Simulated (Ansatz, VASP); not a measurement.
## One calculation of H3CCl, two programs

```xyz
40
Lattice="9.0287 0.0000 0.0000 0.0000 9.0287 0.0000 0.0000 0.0000 9.0287" Properties=species:S:1:pos:R:3 pbc="T T T"
C     3.4811    3.9685    3.1130
C     8.8945    6.5460    5.6786
C     0.4805    1.7912    6.1988
C     5.3212    4.5516    6.9181
C     3.0190    8.4895    8.8919
C     8.1505    2.5134    2.5241
C     4.8847    8.2700    4.5299
C     7.4744    7.3378    0.4129
Cl    5.1389    4.6681    3.3647
Cl    9.0485    5.7476    4.0777
Cl    1.5525    0.9019    5.0467
Cl    5.3398    4.3846    8.7178
Cl    2.6383    7.6273   10.4147
Cl    9.2253    3.2614    1.2995
Cl    5.7610    8.8968    5.9783
Cl    7.8914    9.0342    0.0127
H     3.2937    3.9491    2.0377
H     3.4761    2.9631    3.5433
H     2.7578    4.6189    3.6148
H     9.7400    7.2290    5.8039
H     7.9530    7.1035    5.7041
H     8.9033    5.7692    6.4510
H    -0.5191    1.3473    6.1432
H     0.8860    1.6857    7.2101
H     0.4653    2.8479    5.8945
H     4.4131    4.0742    6.5383
H     5.3313    5.6176    6.6646
H     6.2109    4.0554    6.5126
H     3.7089    9.3078    9.1138
H     3.4869    7.7841    8.1998
H     2.0841    8.8762    8.4767
H     8.3142    1.4309    2.5113
H     8.4112    2.9445    3.4949
H     7.1136    2.7569    2.2682
H     4.1374    9.0085    4.2278
H     5.6144    8.1102    3.7312
H     4.4007    7.3270    4.8060
H     6.4573    7.1357    0.0679
H     8.1910    6.6846   -0.0896
H     7.5471    7.2034    1.4955
```

Alike in both runs: functional PBE; k mesh 1 × 1 × 1; occupations fermi-dirac, width 0.05 eV; no spin polarisation.

Ansatz relaxed the structure, and its values are those at the end. VASP's run is a single point on that final structure, the one shown.

```csv
,VASP,Ansatz
version,VASP 6.6.1,Ansatz 0.2.0
potentials or method,"VASP PAW PBE potentials, release 64 (C, Cl, H), cutoff 520 eV","scalar-relativistic, plane waves, PAW"
valence electrons in the cell,112,112
```

VASP gave:

```
gap on the k mesh at the Fermi level (eV) : 5.36
rms of the force components (eV/Å)        : 0.077
```

**Question.** Estimate Ansatz's values.

**Answer.** gap on the k mesh at the Fermi level (eV): 5.35; rms of the force components (eV/Å): 0.062.

Ansatz's warnings: xc potential rough in thin density.
